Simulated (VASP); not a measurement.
A run of VASP 6.6.1 is set up as follows.

Contents of POSCAR:

```
Al
1.0
   -1.5912186900      1.5912186900      1.5434821293
    1.5912186900     -1.5912186900      1.5434821293
    1.5912186900      1.5912186900     -1.5434821293
Al
1
Direct
    0.0000000000      0.0000000000      0.0000000000
```

File INCAR.step1:

```
SYSTEM = Al
PREC = Accurate
ENCUT = 520
ISMEAR = 0
SIGMA = 0.15
LREAL = .FALSE.
LASPH = .TRUE.
NELM = 80
NBANDS = 8
GGA = PE
ALGO = Normal
EDIFF = 1E-4
LWAVE = .TRUE.
LCHARG = .FALSE.
```

The input INCAR.step2:

```
SYSTEM = Al
PREC = Accurate
ENCUT = 520
EDIFF = 1E-6
ISMEAR = 0
SIGMA = 0.15
LREAL = .FALSE.
LASPH = .TRUE.
NELM = 80
ALGO = Normal
ISIF = 2
LWAVE = .FALSE.
LCHARG = .FALSE.
METAGGA = R2SCAN
LMIXTAU = .TRUE.
NBANDS = 8
ISTART = 1
```

Contents of KPOINTS:

```
Automatic mesh
0
G
  20 20 20
  0 0 0
```

Potentials or basis: VASP PAW PBE potentials, release 64 (Al).

Command:

```sh
$ cat potpaw_PBE.64/Al/POTCAR > POTCAR
$ cp INCAR.step1 INCAR
$ mpirun -np 1 vasp_std > vasp.out
$ cp INCAR.step2 INCAR
$ mpirun -np 1 vasp_std > vasp.out
```

**Question.** What does it give for the pressure?

**Answer.** 2.9 GPa.

Stress tensor (GPa, compression positive):
```
3.38 0.00 0.00
0.00 3.38 0.00
0.00 0.00 1.83
```

Caveat: the cell differs from its parent crystal (strain +0.000 along x and y, -0.030 along z); the PAW data sets were made with another functional, which shifts forces and pressure a little.
